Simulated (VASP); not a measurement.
# Lu (P6/mmm) in VASP: notebook, part 2 of 2

VASP 6.6.1.

### Step 3. Single point, PBE

This run uses another cell than the first one, of 31.01 Å³/atom.

Input file POSCAR:

```
Lu
1.0
    3.3082811502      0.0000000000      0.0000000000
   -1.6541405751      2.8650555189      0.0000000000
    0.0000000000      0.0000000000      3.2715756911
Lu
1
Direct
    0.0000000000      0.0000000000      0.0000000000
```

Input file INCAR.step1:

```
SYSTEM = Lu
ALGO = Normal
EDIFF = 1E-7
ENCUT = 520
GGA = PE
ISIF = 2
ISMEAR = -1
LASPH = .TRUE.
LCHARG = .TRUE.
LREAL = .FALSE.
LWAVE = .FALSE.
NBANDS = 18
NELM = 60
PREC = Accurate
SIGMA = 0.08
```

Input file KPOINTS.step1:

```
k-points
0
G
  13 13 12
  0 0 0
```

Input file INCAR.step2:

```
SYSTEM = Lu
ALGO = Normal
EDIFF = 1E-7
ENCUT = 520
GGA = PE
ICHARG = 11
ISIF = 2
ISMEAR = -5
LASPH = .TRUE.
LCHARG = .FALSE.
LORBIT = 10
LREAL = .FALSE.
LWAVE = .FALSE.
NBANDS = 18
NEDOS = 1001
NELM = 60
PREC = Accurate
SIGMA = 0.08
```

Input file KPOINTS.step2:

```
k-points
0
G
  20 20 18
  0 0 0
```

Potentials or basis: VASP PAW PBE potentials, release 64 (Lu).

Command:

```bash
$ cat potpaw_PBE.64/Lu/POTCAR > POTCAR
$ cp INCAR.step1 INCAR
$ cp KPOINTS.step1 KPOINTS
$ mpirun -np 1 vasp_std > vasp.out
$ cp INCAR.step2 INCAR
$ cp KPOINTS.step2 KPOINTS
$ mpirun -np 1 vasp_std > vasp.out
```

OUTCAR:

```text
SYSTEM = Lu
   EDIFF = 1E-7
   ENCUT = 520
   GGA = PE
   ICHARG = 11
   ISIF = 2
   ISMEAR = -5
   LASPH = .TRUE.
   LORBIT = 10
   LREAL = .FALSE.
   NELM = 60
   PREC = Accurate

 ion  position               nearest neighbor table
   1  0.000  0.000  0.000-

  LATTYP: Found a hexagonal cell.
 ALAT       =     3.3082811502
 C/A-ratio  =     0.9889049759

  Lattice vectors:

 A1 = (   3.3082811502,   0.0000000000,   0.0000000000)
 A2 = (  -1.6541405751,   2.8650555189,   0.0000000000)
 A3 = (   0.0000000000,   0.0000000000,   3.2715756911)

Analysis of symmetry for initial positions (statically):
=====================================================================
 Subroutine PRICEL returns:
 Original cell was already a primitive cell.

 Routine SETGRP: Setting up the symmetry group for a
 hexagonal supercell.

 Subroutine GETGRP returns: Found 24 space group operations
 (whereof 24 operations were pure point group operations)
 out of a pool of 24 trial point group operations.

[... 161 lines left out ...]

 E-fermi :   1.9075     XC(G=0): -10.3386

 val. band max:        1.9235363499   @ k =   0.4000   0.2000   0.1111
 cond. band min:       1.8649036033   @ k =   0.3500   0.3000   0.0000
 fundamental gap:     -0.0586327466
 Fermi energy:         1.9074906984

 k-point     1 :       0.0000    0.0000    0.0000
  band No.  band energies     occupation
      1     -54.5426      2.00000
      2     -25.0732      2.00000
      3     -24.8923      2.00000
      4     -24.8923      2.00000
      5      -3.8503      2.00000
      6      -3.3056      2.00000
[... 481 lines left out ...]
      5      -3.3009      2.00000
      6      -3.2732      2.00000
[... 10 lines left out ...]
     17       7.5906      0.00000
     18      11.0129      0.00000

 [... further k-points ...]

------------------------ aborting loop because EDIFF is reached ----------------------------------------

  FORCE on cell =-STRESS in cart. coord.  units (eV):
  Direction    XX          YY          ZZ          XY          YZ          ZX
  --------------------------------------------------------------------------------------
  -------------------------------------------------------------------------------------
  Total       -0.2244949     -0.2244949      0.0347084      0.0000000      0.0000000      0.0000000
  in kB      -11.5991099    -11.5991099      1.7932977      0.0000000      0.0000000      0.0000000
  external PRESSURE =      -7.1349740 kB  Pullay stress =       0.0000000 kB

 VOLUME and BASIS-vectors are now :
 -----------------------------------------------------------------------------
  energy-cutoff  :      520.00
  volume of cell :       31.01
      direct lattice vectors                 reciprocal lattice vectors
     3.308281150  0.000000000  0.000000000     0.302271770  0.174516688  0.000000000
    -1.654140575  2.865055519  0.000000000     0.000000000  0.349033376  0.000000000
     0.000000000  0.000000000  3.271575691     0.000000000  0.000000000  0.305663110

 POSITION                                       TOTAL-FORCE (eV/Angst)
 -----------------------------------------------------------------------------------
      0.00000      0.00000      0.00000         0.000000      0.000000      0.000000
 -----------------------------------------------------------------------------------
    total drift:                                0.000000     -0.000000      0.000000

  FREE ENERGIE OF THE ION-ELECTRON SYSTEM (eV)
  ---------------------------------------------------
  free  energy   TOTEN  =        -4.0301121293 eV

  energy  without entropy=       -4.0301121293  energy(sigma->0) =       -4.03011213

 total charge

# of ion       s       p       d       f       tot
--------------------------------------------------
    1        2.378   6.033   0.773  13.955  23.139
```

OSZICAR.step1:

```text
N       E                     dE             d eps       ncg     rms          rms(c)
DAV:   1     0.847475090158E+02    0.84748E+02   -0.10225E+04  6550   0.457E+03
DAV:   2     0.199439160745E+01   -0.82753E+02   -0.81074E+02  5550   0.360E+02
DAV:   3    -0.392918922275E+01   -0.59236E+01   -0.58643E+01  5904   0.732E+01
DAV:   4    -0.416180875419E+01   -0.23262E+00   -0.23135E+00  7652   0.118E+01
DAV:   5    -0.416661728501E+01   -0.48085E-02   -0.48046E-02  5970   0.142E+00    0.329E+00
DAV:   6    -0.407952777755E+01    0.87090E-01   -0.20394E-01  8130   0.710E+00    0.150E+00
DAV:   7    -0.405604667978E+01    0.23481E-01   -0.46503E-02  8222   0.221E+00    0.254E-01
DAV:   8    -0.405460638909E+01    0.14403E-02   -0.44631E-03  7464   0.729E-01    0.817E-02
DAV:   9    -0.405475713478E+01   -0.15075E-03   -0.44559E-04  8790   0.318E-01    0.295E-02
DAV:  10    -0.405477350339E+01   -0.16369E-04   -0.33096E-05  6720   0.543E-02    0.357E-03
DAV:  11    -0.405477427712E+01   -0.77373E-06   -0.25240E-06  7902   0.116E-02    0.166E-03
DAV:  12    -0.405477447799E+01   -0.20087E-06   -0.21774E-07  5112   0.396E-03    0.141E-03
DAV:  13    -0.405477435828E+01    0.11971E-06   -0.35605E-08  3232   0.273E-03    0.128E-04
DAV:  14    -0.405477433818E+01    0.20103E-07   -0.91965E-09  2982   0.937E-04
   1 F= -.40547743E+01 E0= -.40308136E+01  d E =-.479214E-01
```

It took 1.8 min on 1 thread of Intel Xeon 6975P-C (Granite Rapids), shared host; peak memory 0.35 GiB.

What came out:

- Valence electrons inside the program's atomic spheres: Lu 23.14

Caveat: spin-orbit coupling is left out, which moves the levels of the heavy elements; tetrahedron occupations give inexact forces and stress in metals.

### Step 4. Single point, PBE (31.01 Å³/atom)

This run uses another cell than the first one, of 31.01 Å³/atom.

POSCAR is that of step 3.

Input file INCAR.step1:

```
ALGO = Normal
EDIFF = 1E-6
ENCUT = 520
GGA = PE
ISIF = 2
ISMEAR = -1
LASPH = T
LCHARG = T
LREAL = F
LWAVE = F
NBANDS = 18
NELM = 80
PREC = Accurate
SIGMA = 0.08
```

Input file KPOINTS.step1:

```
k-points
0
Gamma
  13 13 12
```

Input file INCAR.step2:

```
ALGO = Normal
EDIFF = 1E-6
ENCUT = 520
GGA = PE
ICHARG = 11
ISIF = 2
ISMEAR = -5
LASPH = T
LCHARG = F
LORBIT = 11
LREAL = F
LWAVE = F
NBANDS = 18
NEDOS = 1001
NELM = 80
PREC = Accurate
SIGMA = 0.08
```

Input file KPOINTS.step2:

```
k-points
0
Gamma
  20 20 18
```

Command:

```bash
$ cat potpaw_PBE.64/Lu/POTCAR > POTCAR
$ cp INCAR.step1 INCAR
$ cp KPOINTS.step1 KPOINTS
$ mpirun -np 1 vasp_std > vasp.out
$ cp INCAR.step2 INCAR
$ cp KPOINTS.step2 KPOINTS
$ mpirun -np 1 vasp_std > vasp.out
```

Wall time 98 s (1 thread of Intel Xeon 6975P-C (Granite Rapids), shared host); peak memory 0.35 GiB.

Results (log left out):

```
Valence electrons inside the program's atomic spheres : Lu 23.14
```

Levels at points of the mesh, in eV from the Fermi level:
```tsv
k point	band 11	band 12	band 13	band 14	band 15	band 16
(0.00, 0.00, 0.00)	-5.14	-5.07	-0.30	2.36	2.36	6.34
(0.50, 0.00, 0.00)	-5.11	-2.33	0.25	0.41	3.11	5.65
(0.00, 0.00, 0.50)	-5.07	-3.04	-0.58	2.92	2.92	4.12
(0.50, 0.00, 0.50)	-5.11	-1.50	-0.62	2.91	4.02	4.05
```

Caveat: spin-orbit coupling is left out, which moves the levels of the heavy elements; tetrahedron occupations give inexact forces and stress in metals.
